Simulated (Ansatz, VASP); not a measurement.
# One calculation of SnO, two programs

```
Sn O
1.0
     3.82015    0.00030    0.00000
    -0.00031    3.82015    0.00000
     0.00000    0.00000   22.22607
Sn O
4 4
Direct
  0.99995 0.99995 0.20246
  0.49995 0.49995 0.30878
  0.99995 0.49995 0.48965
  0.49995 0.99995 0.59597
  0.99995 0.49995 0.25562
  0.49995 0.99995 0.25562
  0.99994 0.99994 0.54281
  0.49994 0.49994 0.54281
```

Alike in both runs: task single point; functional PBE; dispersion D3(BJ); k mesh 7 × 7 × 1; occupations gaussian, width 0.05 eV; no spin polarisation.

```csv
,VASP,Ansatz
version,VASP 6.6.1,Ansatz 0.2.0
potentials or method,"VASP PAW PBE potentials, release 64 (Sn_d, O), cutoff 520 eV","scalar-relativistic, plane waves, PAW"
valence electrons in the cell,80,80
```

|  | VASP | Ansatz | Ansatz less VASP |
| --- | --- | --- | --- |
| gap on the k mesh at the Fermi level (eV) | 2.34 | 2.34 | +0.006 |
| least direct gap on the mesh (eV) | 2.53 | 2.57 | +0.043 |
| rms of the force components (eV/Å) | 0.043 | 0.010 | -0.0326 |

Ansatz's warnings: structure snapped to symmetry.
